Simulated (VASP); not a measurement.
# CaO (P2_1/m) in VASP: single point with r2SCAN

Aim: the single point of CaO with r2SCAN.

All numbers are computed with VASP 6.6.1; they aren't measurements. Logs are shortened: lines on timing, memory, paths and dates and some standing lists are left out, and cuts for length are marked.

## Step 1: The cell of the first run

Symmetry: P2_1/m, No. 11, monoclinic system. Conventional cell: a = 3.917 Å, b = 4.770 Å, c = 3.982 Å, α = 90.00°, β = 118.39°, γ = 90.00°. Within 3.0 Å of Ca (site symmetry m) lie 5 O at 2.29 to 2.39 Å. O (site symmetry m) has 5 Ca at 2.29 to 2.39 Å within 3.0 Å.

## Step 2: Single point, r2SCAN (shear xy strain +3.7%)

Contents of POSCAR:

```
CaO
1.0
    3.9810268763      0.0740470999      0.0000000000
   -1.9263867686      3.4106468581      0.0000000000
    0.0000000000      0.0000000000      4.7701151974
Ca O
2 2
Direct
    0.3282779585      0.6669270202      0.2500000000
    0.6717220415      0.3330729798      0.7500000000
    0.6705668831      0.3331426173      0.2500000000
    0.3294331169      0.6668573827      0.7500000000
```

Contents of INCAR.step1:

```
SYSTEM = CaO
ALGO     = Normal         ! electronic algorithm
EDIFF    = 1E-4           ! SCF threshold, eV
ENCUT    = 520            ! plane-wave cutoff, eV
GGA      = PE             ! functional
ISMEAR   = 0              ! smearing method
LASPH    = .TRUE.         ! aspherical terms in the spheres
LCHARG   = .FALSE.        ! write CHGCAR
LREAL    = .FALSE.        ! projectors in reciprocal space
LWAVE    = .TRUE.         ! write WAVECAR
NBANDS   = 24             ! bands
NELM     = 80             ! most SCF steps
PREC     = Accurate       ! precision mode
SIGMA    = 0.01           ! smearing width, eV
```

Contents of INCAR.step2:

```
SYSTEM = CaO
ALGO     = Normal         ! electronic algorithm
EDIFF    = 1E-7           ! SCF threshold, eV
ENCUT    = 520            ! plane-wave cutoff, eV
ISIF     = 2              ! what is computed and relaxed
ISMEAR   = 0              ! smearing method
ISTART   = 1            
LASPH    = .TRUE.         ! aspherical terms in the spheres
LCHARG   = .FALSE.        ! write CHGCAR
LMIXTAU  = .TRUE.       
LREAL    = .FALSE.        ! projectors in reciprocal space
LWAVE    = .FALSE.        ! write WAVECAR
METAGGA  = R2SCAN         ! meta-GGA
NBANDS   = 24             ! bands
NELM     = 80             ! most SCF steps
PREC     = Accurate       ! precision mode
SIGMA    = 0.01           ! smearing width, eV
```

Contents of KPOINTS:

```
k-points
0
G
  12 12 6
  0 0 0
```

Potentials or basis: VASP PAW PBE potentials, release 64 (Ca_sv, O).

Command:

```sh
> cat potpaw_PBE.64/Ca_sv/POTCAR potpaw_PBE.64/O/POTCAR > POTCAR
> cp INCAR.step1 INCAR
> mpirun -np 1 vasp_std > vasp.out
> cp INCAR.step2 INCAR
> mpirun -np 1 vasp_std > vasp.out
```

OUTCAR:

```text
SYSTEM = CaO
   EDIFF = 1E-7
   ENCUT = 520
   ISIF = 2
   ISMEAR = 0
   ISTART = 1
   LASPH = .TRUE.
   LREAL = .FALSE.
   METAGGA = R2SCAN
   NELM = 80
   PREC = Accurate

 ion  position               nearest neighbor table
   1  0.328  0.667  0.250-   3 2.29   3 2.30   3 2.30   4 2.39   4 2.39
   2  0.672  0.333  0.750-   4 2.29   4 2.30   4 2.30   3 2.39   3 2.39
   3  0.671  0.333  0.250-   1 2.29   1 2.30   1 2.30   2 2.39   2 2.39
   4  0.329  0.667  0.750-   2 2.29   2 2.30   2 2.30   1 2.39   1 2.39

  Warning from LATTYP: Monoclinic adjustment (A1->A3, A2->A1, A3->A2)!
  LATTYP: Found a simple monoclinic cell.
 ALAT       =     3.9170751809
 B/A-ratio  =     1.2177747368
 C/A-ratio  =     1.0165021785
 COS(beta)  =    -0.4755146332

  Lattice vectors:

 A1 = (  -1.9263867686,   3.4106468581,   0.0000000000)
 A2 = (   0.0000000000,   0.0000000000,   4.7701151974)
 A3 = (   3.9810268763,   0.0740470999,   0.0000000000)

Analysis of symmetry for initial positions (statically):
=====================================================================
 Subroutine PRICEL returns:
 Original cell was already a primitive cell.

 Routine SETGRP: Setting up the symmetry group for a
 simple monoclinic supercell.

 Subroutine GETGRP returns: Found  4 space group operations
 (whereof  2 operations were pure point group operations)
 out of a pool of  4 trial point group operations.

The static configuration has the point symmetry S_2 .
 The point group associated with its full space group is C_2h.

Analysis of symmetry for dynamics (positions and initial velocities):
=====================================================================
 Subroutine PRICEL returns:
 Original cell was already a primitive cell.

 Routine SETGRP: Setting up the symmetry group for a
 simple monoclinic supercell.

 Subroutine GETGRP returns: Found  4 space group operations
 (whereof  2 operations were pure point group operations)
 out of a pool of  4 trial point group operations.

The dynamic configuration has the point symmetry S_2 .
 The point group associated with its full space group is C_2h.

 Subroutine INISYM returns: Found  4 space group operations
 (whereof  2 operations are pure point group operations),
 and found     1 'primitive' translations

----------------------------------------------------------------------------------------

                                     Primitive cell

  volume of cell :      65.4485

  direct lattice vectors                    reciprocal lattice vectors
     3.981026876  0.074047100  0.000000000     0.248579997  0.140401876  0.000000000
    -1.926386769  3.410646858  0.000000000    -0.005396814  0.290151308  0.000000000
     0.000000000  0.000000000  4.770115197     0.000000000  0.000000000  0.209638543

  length of vectors
     3.981715455  3.917075181  4.770115197     0.285490283  0.290201494  0.209638543

  position of ions in fractional coordinates (direct lattice)
     0.328277959  0.666927020  0.250000000
     0.671722041  0.333072980  0.750000000
     0.670566883  0.333142617  0.250000000
     0.329433117  0.666857383  0.750000000

  ion indices of the primitive-cell ions
   primitive index   ion index
                 1           1
                 2           2
                 3           3
                 4           4

----------------------------------------------------------------------------------------

 KPOINTS: k-points

Automatic generation of k-mesh.
 Grid dimensions read from file:
 generate k-points for:   12   12    6

 Generating k-lattice:

  Cartesian coordinates                     Fractional coordinates (reciprocal lattice)
     0.020715000  0.011700156  0.000000000     0.083333333  0.000000000  0.000000000
    -0.000449735  0.024179276  0.000000000     0.000000000  0.083333333  0.000000000
     0.000000000  0.000000000  0.034939757     0.000000000  0.000000000  0.166666667

  Length of vectors
     0.023790857  0.024183458  0.034939757

  Shift w.r.t. Gamma in fractional coordinates (k-lattice)
     0.000000000  0.000000000  0.000000000

 Subroutine IBZKPT returns following result:
 ===========================================

 Found    296 irreducible k-points:

 Following reciprocal coordinates:
            Coordinates               Weight
  0.000000  0.000000  0.000000      1.000000
  0.083333  0.000000  0.000000      2.000000
  0.166667 -0.000000  0.000000      2.000000
  0.250000 -0.000000  0.000000      2.000000
  0.333333  0.000000  0.000000      2.000000
  0.416667 -0.000000  0.000000      2.000000
[... 16 lines left out ...]
  0.250000  0.166667  0.000000      2.000000
  0.333333  0.166667  0.000000      2.000000
 [... further k-points ...]
   k-points           NKPTS =    296   k-points in BZ     NKDIM =    296   number of bands    NBANDS=     24
   number of dos      NEDOS =    301   number of ions     NIONS =      4
   total plane-waves  NPLWV =  32400
   dimension x,y,z NGX =    30 NGY =   30 NGZ =   36
   dimension x,y,z NGXF=    60 NGYF=   60 NGZF=   72
   ions per type =               2   2
   NGX,Y,Z   is equivalent  to a cutoff of  12.53, 12.73, 12.55 a.u.
   NGXF,Y,Z  is equivalent  to a cutoff of  25.05, 25.46, 25.09 a.u.
 SYSTEM =  CaO
   PREC   = accura    normal or accurate (medium, high low for compatibility)
   ISTART =      1    job   : 0-new  1-cont  2-samecut
   ICHARG =      0    charge: 1-file 2-atom 10-const
   ISPIN  =      1    spin polarized calculation?
   LNONCOLLINEAR =      F non collinear calculations
   LSORBIT =      F    spin-orbit coupling
   LASPH  =      T    aspherical Exc in radial PAW
   ENCUT  =  520.0 eV  38.22 Ry    6.18 a.u.   7.40  7.28  8.87*2*pi/ulx,y,z
   NELM   =     80;   NELMIN=  2; NELMDL=  0     # of ELM steps
   EDIFF  = 0.1E-06   stopping-criterion for ELM
   LREAL  =      F    real-space projection
   EDIFFG = 0.1E-05   stopping-criterion for IOM
   NSW    =      0    number of steps for IOM
   IBRION =     -1    ionic relax: 0-MD 1-quasi-New 2-CG
   NFREE  =      0    steps in history (QN), initial steepest desc. (CG)
   ISIF   =      2    stress and relaxation
   ISYM   =      2    0-nonsym 1-usesym 2-fastsym
   POTIM  = 0.5000    time-step for ionic-motion
   TEBEG  =    0.0;   TEEND  =   0.0 temperature during run
   PSTRESS=    0.0 pullay stress
   NELECT =      32.0000    total number of electrons
   NUPDOWN=      -1.0000    fix difference up-down
   EMIN   =  10.00;   EMAX   =-10.00  energy-range for DOS
   EFERMI =   0.00;   METHOD = LEGACY
   ISMEAR =     0;   SIGMA  =   0.01  broadening in eV -4-tet -1-fermi 0-gaus
   EFERMI_NEDOS =   21; number of points for ismear=-14 and -15
   IALGO  =     38    algorithm
   IMIX   =      4    mixing-type and parameters
     AMIX     =   0.40;   BMIX     =  1.00
     AMIX_MAG =   1.60;   BMIX_MAG =  1.00
  volume/ion in A,a.u.               =      16.36       110.42
  Fermi-wavevector in a.u.,A,eV,Ry     =   1.289709  2.437196 22.631236  1.663349
  Thomas-Fermi vector in A             =   2.421585
   LORBIT       =      0    0 simple, 1 ext, 2 COOP (PROOUT), +10 PAW based schemes
   METAGGA = R2SCAN    functional components
   LHFCALC =     F    Hartree Fock is set to
   AEXX    =    0.0000 exact exchange contribution
   IVDW    =     0    specifies the selected vdW correction
   LEPSILON=     F    determine dielectric tensor
   LRPA    =     F    only Hartree local field effects (RPA)
 non-spin polarized calculation
 Gauss-broadening in eV      SIGMA  =   0.01
  energy-cutoff  :      520.00
  volume of cell :       65.45
 maximum number of plane-waves:      1791
 NGX is ok and might be reduce to    30
   NGX = 15   NGY = 15   NGZ = 17

 number of electron      31.9999992 magnetization

 Free energy of the ion-electron system (eV)
  ---------------------------------------------------
  ext. energy  EPLUGINS =         0.00000000
  ---------------------------------------------------
  free energy    TOTEN  =       -38.48345162 eV

  energy without entropy =      -38.48345162  energy(sigma->0) =      -38.48345162

 E-fermi :   1.1212     XC(G=0): -10.0020

 val. band max:        1.0463357787   @ k =   0.0000   0.0000   0.0000
 cond. band min:       4.6569757875   @ k =   0.0000   0.0000   0.0000
 fundamental gap:      3.6106400088
 Fermi energy:         1.1211526769

 k-point     1 :       0.0000    0.0000    0.0000
  band No.  band energies     occupation
      1     -37.9825      2.00000
      2     -37.8486      2.00000
      3     -18.4517      2.00000
      4     -18.2055      2.00000
      5     -18.2007      2.00000
      6     -18.0121      2.00000
[... 16 lines left out ...]
     23      10.1369      0.00000
     24      10.2340      0.00000

 k-point     2 :       0.0833    0.0000    0.0000
  band No.  band energies     occupation
      1     -37.9797      2.00000
      2     -37.8498      2.00000
      3     -18.4422      2.00000
      4     -18.2442      2.00000
      5     -18.2069      2.00000
      6     -18.0449      2.00000
[... 16 lines left out ...]
     23       9.9939      0.00000
     24      10.2442      0.00000

 k-point     3 :       0.1667   -0.0000    0.0000
  band No.  band energies     occupation
      1     -37.9715      2.00000
      2     -37.8533      2.00000
      3     -18.4148      2.00000
      4     -18.3445      2.00000
      5     -18.2238      2.00000
      6     -18.1673      2.00000
[... 16 lines left out ...]
     23       9.8333      0.00000
     24      10.3030      0.00000
[... 514 lines left out ...]
 k-point    23 :       0.2500    0.1667    0.0000
  band No.  band energies     occupation
      1     -37.9383      2.00000
      2     -37.8708      2.00000
      3     -18.5935      2.00000
      4     -18.5024      2.00000
      5     -18.2980      2.00000
      6     -18.2976      2.00000
[... 16 lines left out ...]
     23       9.9919      0.00000
     24      10.2982      0.00000

 k-point    24 :       0.3333    0.1667    0.0000
  band No.  band energies     occupation
      1     -37.9249      2.00000
      2     -37.8799      2.00000
      3     -18.6545      2.00000
      4     -18.5765      2.00000
      5     -18.3201      2.00000
      6     -18.2472      2.00000
[... 16 lines left out ...]
     23       9.8824      0.00000
     24      10.4259      0.00000

 [... further k-points ...]
[... 5 lines left out ...]
  --------------------------------------------------------------------------------------
  -------------------------------------------------------------------------------------
  Total        0.3586886      0.4136344      0.3549095     -0.2064582      0.0000000      0.0000000
  in kB        8.7806921     10.1257639      8.6881788     -5.0540936      0.0000000      0.0000000
  external PRESSURE =       9.1982116 kB  Pullay stress =       0.0000000 kB

 VOLUME and BASIS-vectors are now :
 -----------------------------------------------------------------------------
  energy-cutoff  :      520.00
  volume of cell :       65.45
      direct lattice vectors                 reciprocal lattice vectors
     3.981026876  0.074047100  0.000000000     0.248579997  0.140401876  0.000000000
    -1.926386769  3.410646858  0.000000000    -0.005396814  0.290151308  0.000000000
     0.000000000  0.000000000  4.770115197     0.000000000  0.000000000  0.209638543

 POSITION                                       TOTAL-FORCE (eV/Angst)
 -----------------------------------------------------------------------------------
      0.02212      2.29896      1.19253        -0.005684      0.000707      0.000000
      2.03252      1.18573      3.57759         0.005684     -0.000707     -0.000000
      2.02778      1.18589      1.19253         0.005914     -0.000856      0.000000
      0.02686      2.29881      3.57759        -0.005914      0.000856      0.000000
 -----------------------------------------------------------------------------------
    total drift:                                0.000000      0.000000     -0.000000

  FREE ENERGIE OF THE ION-ELECTRON SYSTEM (eV)
  ---------------------------------------------------
  free  energy   TOTEN  =       -38.4834516228 eV

  energy  without entropy=      -38.4834516228  energy(sigma->0) =      -38.48345162
```

Run time: 47 min. Hardware: 1 thread of Intel Xeon 8259CL, shared host; peak memory 0.48 GiB.

What came out:

- Free energy: -38.4835 eV
- Pressure: 0.9 GPa
- Largest force: 0.006 eV/Å
- Band gap on the k mesh: 3.61 eV

Forces in eV/Å, atoms in the order of the input:
```
Ca  -0.006  0.001  0.000
Ca   0.006 -0.001  0.000
O    0.006 -0.001  0.000
O   -0.006  0.001  0.000
```

Caveat: the cell differs from its parent crystal (shear xy strain +3.7%); the PAW data sets were made with another functional, which shifts forces and pressure a little. A k mesh can miss the band edges.
